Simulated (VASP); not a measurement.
# Lu (P4/nmm) in VASP: single point with PBEsol+D3(BJ)

Aim: the single point of Lu with PBEsol+D3(BJ).

Program: VASP 6.6.1. These are calculated values, not measurements. Logs are shortened: lines on timing, memory, paths and dates and some standing lists are left out, and cuts for length are marked.

## 1. The cell of the first run

It takes space group P4/nmm (No. 129, tetragonal). The conventional cell has a = 4.416 Å, b = 4.416 Å, c = 8.716 Å, α = 90.00°, β = 90.00°, γ = 90.00°. Lu (site symmetry 4mm) has 12 Lu at 4.42 to 5.66 Å within 5.8 Å.

## 2. Single point, PBEsol+D3(BJ)

Contents of INCAR:

```
SYSTEM = Lu
PREC = Accurate ; ENCUT = 520
EDIFF = 1E-6 ; ISMEAR = 1
SIGMA = 0.1 ; LREAL = .False.
LASPH = .True. ; NELM = 60
ALGO = Normal ; ISIF = 2
LWAVE = .False. ; LCHARG = .False.
GGA = PS ; IVDW = 12
NBANDS = 32
```

Contents of KPOINTS:

```
Automatic mesh
0
Gamma
  5 5 3
  0 0 0
```

Contents of POSCAR:

```
Lu
1.0
    4.4158980000      0.0000000000      0.0000000000
    0.0000000000      4.4158980000      0.0000000000
    0.0000000000      0.0000000000      8.7155480000
Lu
2
Direct
    0.0000000000      0.5000000000      0.2708440000
    0.5000000000      0.0000000000      0.7291560000
```

Potentials or basis: VASP PAW PBE potentials, release 64 (Lu).

On the command line:

```
$ cat potpaw_PBE.64/Lu/POTCAR > POTCAR
$ mpirun -np 1 vasp_std > vasp.out
```

OUTCAR:

```text
SYSTEM = Lu
   PREC = Accurate
   ENCUT = 520
   EDIFF = 1E-6
   ISMEAR = 1
   LREAL = .False.
   LASPH = .True.
   NELM = 60
   ISIF = 2
   GGA = PS
   IVDW = 12
 IVDW          = 12

 ion  position               nearest neighbor table
   1  0.000  0.500  0.271-
   2  0.500  0.000  0.729-

  LATTYP: Found a simple tetragonal cell.
 ALAT       =     4.4158980000
 C/A-ratio  =     1.9736751166

  Lattice vectors:

 A1 = (   4.4158980000,   0.0000000000,   0.0000000000)
 A2 = (   0.0000000000,   4.4158980000,   0.0000000000)
 A3 = (   0.0000000000,   0.0000000000,   8.7155480000)

Analysis of symmetry for initial positions (statically):
=====================================================================
 Subroutine PRICEL returns:
 Original cell was already a primitive cell.

 Routine SETGRP: Setting up the symmetry group for a
 simple tetragonal supercell.

 Subroutine GETGRP returns: Found 16 space group operations
 (whereof  8 operations were pure point group operations)
 out of a pool of 16 trial point group operations.

The static configuration has the point symmetry D_2d.
 The point group associated with its full space group is D_4h.

Analysis of symmetry for dynamics (positions and initial velocities):
=====================================================================
 Subroutine PRICEL returns:
 Original cell was already a primitive cell.

 Routine SETGRP: Setting up the symmetry group for a
 simple tetragonal supercell.

 Subroutine GETGRP returns: Found 16 space group operations
 (whereof  8 operations were pure point group operations)
 out of a pool of 16 trial point group operations.

The dynamic configuration has the point symmetry D_2d.
 The point group associated with its full space group is D_4h.

 Subroutine INISYM returns: Found 16 space group operations
 (whereof  8 operations are pure point group operations),
 and found     1 'primitive' translations

----------------------------------------------------------------------------------------

                                     Primitive cell

  volume of cell :     169.9545

  direct lattice vectors                    reciprocal lattice vectors
     4.415898000  0.000000000  0.000000000     0.226454506  0.000000000  0.000000000
     0.000000000  4.415898000  0.000000000     0.000000000  0.226454506  0.000000000
     0.000000000  0.000000000  8.715548000     0.000000000  0.000000000  0.114737478

  length of vectors
     4.415898000  4.415898000  8.715548000     0.226454506  0.226454506  0.114737478

  position of ions in fractional coordinates (direct lattice)
     0.000000000  0.500000000  0.270844000
     0.500000000  0.000000000  0.729156000

  ion indices of the primitive-cell ions
   primitive index   ion index
                 1           1
                 2           2

----------------------------------------------------------------------------------------

 KPOINTS: Automatic mesh

Automatic generation of k-mesh.
 Grid dimensions read from file:
 generate k-points for:    5    5    3

 Generating k-lattice:

  Cartesian coordinates                     Fractional coordinates (reciprocal lattice)
     0.045290901  0.000000000  0.000000000     0.200000000  0.000000000  0.000000000
     0.000000000  0.045290901  0.000000000     0.000000000  0.200000000  0.000000000
     0.000000000  0.000000000  0.038245826     0.000000000  0.000000000  0.333333333

  Length of vectors
     0.045290901  0.045290901  0.038245826

  Shift w.r.t. Gamma in fractional coordinates (k-lattice)
     0.000000000  0.000000000  0.000000000

 Subroutine IBZKPT returns following result:
 ===========================================

 Found     12 irreducible k-points:

 Following reciprocal coordinates:
            Coordinates               Weight
  0.000000  0.000000  0.000000      1.000000
  0.200000  0.000000  0.000000      4.000000
  0.400000  0.000000  0.000000      4.000000
  0.200000  0.200000  0.000000      4.000000
  0.400000  0.200000  0.000000      8.000000
  0.400000  0.400000  0.000000      4.000000
  0.000000  0.000000  0.333333      2.000000
  0.200000  0.000000  0.333333      8.000000
  0.400000  0.000000  0.333333      8.000000
  0.200000  0.200000  0.333333      8.000000
  0.400000  0.200000  0.333333     16.000000
  0.400000  0.400000  0.333333      8.000000
   k-points           NKPTS =     12   k-points in BZ     NKDIM =     12   number of bands    NBANDS=     32
   number of dos      NEDOS =    301   number of ions     NIONS =      2
   total plane-waves  NPLWV =  90720
   dimension x,y,z NGX =    36 NGY =   36 NGZ =   70
   dimension x,y,z NGXF=    72 NGYF=   72 NGZF=  140
   ions per type =               2
   NGX,Y,Z   is equivalent  to a cutoff of  13.55, 13.55, 13.35 a.u.
   NGXF,Y,Z  is equivalent  to a cutoff of  27.11, 27.11, 26.70 a.u.
 SYSTEM =  Lu
   PREC   = accura    normal or accurate (medium, high low for compatibility)
   ISTART =      0    job   : 0-new  1-cont  2-samecut
   ICHARG =      2    charge: 1-file 2-atom 10-const
   ISPIN  =      1    spin polarized calculation?
   LNONCOLLINEAR =      F non collinear calculations
   LSORBIT =      F    spin-orbit coupling
   LASPH  =      T    aspherical Exc in radial PAW
   ENCUT  =  520.0 eV  38.22 Ry    6.18 a.u.   8.21  8.21 16.21*2*pi/ulx,y,z
   NELM   =     60;   NELMIN=  2; NELMDL= -5     # of ELM steps
   EDIFF  = 0.1E-05   stopping-criterion for ELM
   LREAL  =      F    real-space projection
   EDIFFG = 0.1E-04   stopping-criterion for IOM
   NSW    =      0    number of steps for IOM
   IBRION =     -1    ionic relax: 0-MD 1-quasi-New 2-CG
   NFREE  =      0    steps in history (QN), initial steepest desc. (CG)
   ISIF   =      2    stress and relaxation
   ISYM   =      2    0-nonsym 1-usesym 2-fastsym
   POTIM  = 0.5000    time-step for ionic-motion
   TEBEG  =    0.0;   TEEND  =   0.0 temperature during run
   PSTRESS=    0.0 pullay stress
   NELECT =      50.0000    total number of electrons
   NUPDOWN=      -1.0000    fix difference up-down
   EMIN   =  10.00;   EMAX   =-10.00  energy-range for DOS
   EFERMI =   0.00;   METHOD = LEGACY
   ISMEAR =     1;   SIGMA  =   0.10  broadening in eV -4-tet -1-fermi 0-gaus
   EFERMI_NEDOS =   21; number of points for ismear=-14 and -15
   IALGO  =     38    algorithm
   IMIX   =      4    mixing-type and parameters
     AMIX     =   0.40;   BMIX     =  1.00
     AMIX_MAG =   1.60;   BMIX_MAG =  1.00
  volume/ion in A,a.u.               =      84.98       573.45
  Fermi-wavevector in a.u.,A,eV,Ry     =   1.088815  2.057561 16.129939  1.185517
  Thomas-Fermi vector in A             =   2.225004
   LORBIT       =      0    0 simple, 1 ext, 2 COOP (PROOUT), +10 PAW based schemes
   GGA     = PS    functional components
   LHFCALC =     F    Hartree Fock is set to
   AEXX    =    0.0000 exact exchange contribution
   IVDW    =    12    specifies the selected vdW correction
   LEPSILON=     F    determine dielectric tensor
   LRPA    =     F    only Hartree local field effects (RPA)
 non-spin polarized calculation
 Methfessel and Paxton  Order N= 1 SIGMA  =   0.10
  energy-cutoff  :      520.00
  volume of cell :      169.95
 maximum number of plane-waves:      4597
 NGX is ok and might be reduce to    36
   NGX = 17   NGY = 17   NGZ = 33

 number of electron      49.9999980 magnetization

 Free energy of the ion-electron system (eV)
  ---------------------------------------------------
  ext. energy  EPLUGINS =         0.00000000
  ---------------------------------------------------
  free energy    TOTEN  =        -4.14858725 eV

  energy without entropy =       -4.15610067  energy(sigma->0) =       -4.15109172

 E-fermi :  -0.7832     XC(G=0):  -6.6652

 val. band max:       -0.8032961464   @ k =   0.2000   0.0000   0.0000
 cond. band min:      -0.7537077981   @ k =   0.2000   0.0000   0.3333
 fundamental gap:      0.0495883483
 Fermi energy:        -0.7831539642

 k-point     1 :       0.0000    0.0000    0.0000
  band No.  band energies     occupation
      1     -59.7980      2.00000
      2     -59.7979      2.00000
      3     -30.3756      2.00000
      4     -30.3731      2.00000
      5     -30.2860      2.00000
      6     -30.2860      2.00000
[... 24 lines left out ...]
     31       0.4252     -0.00000
     32       0.9465     -0.00000

 k-point     2 :       0.2000    0.0000    0.0000
  band No.  band energies     occupation
      1     -59.7979      2.00000
      2     -59.7979      2.00000
      3     -30.3750      2.00000
      4     -30.3730      2.00000
      5     -30.2904      2.00000
      6     -30.2900      2.00000
[... 24 lines left out ...]
     31       0.4970     -0.00000
     32       0.8112     -0.00000

 k-point     3 :       0.4000    0.0000    0.0000
  band No.  band energies     occupation
      1     -59.7978      2.00000
      2     -59.7978      2.00000
      3     -30.3738      2.00000
      4     -30.3731      2.00000
      5     -30.2975      2.00000
      6     -30.2974      2.00000
[... 24 lines left out ...]
     31       0.4805     -0.00000
     32       0.5137     -0.00000

 k-point     4 :       0.2000    0.2000    0.0000
  band No.  band energies     occupation
      1     -59.7978      2.00000
      2     -59.7978      2.00000
      3     -30.3745      2.00000
      4     -30.3729      2.00000
      5     -30.2902      2.00000
      6     -30.2900      2.00000
[... 24 lines left out ...]
     31       0.3759     -0.00000
     32       0.4862     -0.00000

 k-point     5 :       0.4000    0.2000    0.0000
  band No.  band energies     occupation
      1     -59.7977      2.00000
      2     -59.7977      2.00000
      3     -30.3734      2.00000
      4     -30.3728      2.00000
      5     -30.2972      2.00000
      6     -30.2971      2.00000
[... 164 lines left out ...]
     31       0.4458     -0.00000
     32       0.5195     -0.00000

 k-point    10 :       0.2000    0.2000    0.3333
  band No.  band energies     occupation
      1     -59.7978      2.00000
      2     -59.7978      2.00000
      3     -30.3743      2.00000
      4     -30.3730      2.00000
      5     -30.2902      2.00000
      6     -30.2900      2.00000
[... 24 lines left out ...]
     31       0.4055     -0.00000
     32       0.6158     -0.00000

 k-point    11 :       0.4000    0.2000    0.3333
  band No.  band energies     occupation
      1     -59.7977      2.00000
      2     -59.7977      2.00000
      3     -30.3734      2.00000
      4     -30.3729      2.00000
      5     -30.2972      2.00000
      6     -30.2971      2.00000
[... 24 lines left out ...]
     31       0.3455     -0.00000
     32       0.5366     -0.00000

 k-point    12 :       0.4000    0.4000    0.3333
  band No.  band energies     occupation
      1     -59.7976      2.00000
      2     -59.7976      2.00000
      3     -30.3727      2.00000
      4     -30.3725      2.00000
      5     -30.2969      2.00000
      6     -30.2968      2.00000
[... 24 lines left out ...]
     31       0.4094     -0.00000
     32       0.5110     -0.00000

------------------------ aborting loop because EDIFF is reached ----------------------------------------

 Edisp (eV)   -1.03624

 E8    (eV) :    -0.7746

  FORCE on cell =-STRESS in cart. coord.  units (eV):
  Direction    XX          YY          ZZ          XY          YZ          ZX
  --------------------------------------------------------------------------------------
  -------------------------------------------------------------------------------------
  Total      -6.66522    -6.66522    -6.56459     0.00000     0.00000     0.00000
  in kB     -62.83366   -62.83366   -61.88504     0.00000     0.00000     0.00000
  external pressure =      -62.52 kB  Pullay stress =        0.00 kB

 VOLUME and BASIS-vectors are now :
 -----------------------------------------------------------------------------
  energy-cutoff  :      520.00
  volume of cell :      169.95
      direct lattice vectors                 reciprocal lattice vectors
     4.415898000  0.000000000  0.000000000     0.226454506  0.000000000  0.000000000
     0.000000000  4.415898000  0.000000000     0.000000000  0.226454506  0.000000000
     0.000000000  0.000000000  8.715548000     0.000000000  0.000000000  0.114737478

 POSITION                                       TOTAL-FORCE (eV/Angst)
 -----------------------------------------------------------------------------------
      0.00000      2.20795      2.36055         0.000000      0.000000      0.395328
      2.20795      0.00000      6.35499        -0.000000      0.000000     -0.395328
 -----------------------------------------------------------------------------------
    total drift:                                0.000000      0.000000      0.000000

  FREE ENERGIE OF THE ION-ELECTRON SYSTEM (eV)
  ---------------------------------------------------
  free  energy   TOTEN  =        -5.1848312169 eV

  energy  without entropy=       -5.1923446384  energy(sigma->0) =       -5.18733569
```

Wall time 67 s (1 thread of Intel Xeon 6975P-C, shared host); peak memory 0.31 GiB.

Results:

```
Free energy                : -5.1848 eV
Pressure                   : -6.3 GPa
Largest force              : 0.395 eV/Å
Band gap on the k mesh     : zero (band 25 reaches -0.66 eV, above the bottom of band 26 at -0.92 eV)
Dispersion energy per atom : -0.518 eV
```

Forces on the atoms (eV/Å):
```
Lu   0.000  0.000  0.395
Lu   0.000  0.000 -0.395
```

Stress tensor (GPa, compression positive):
```
-6.28  0.00  0.00
 0.00 -6.28  0.00
 0.00  0.00 -6.19
```

Caveat: three body term missing; the PAW data sets were made with another functional, which shifts forces and pressure a little; spin-orbit coupling is left out, which moves the levels of the heavy elements; pairwise dispersion overbinds metals, which lowers pressure and volume.
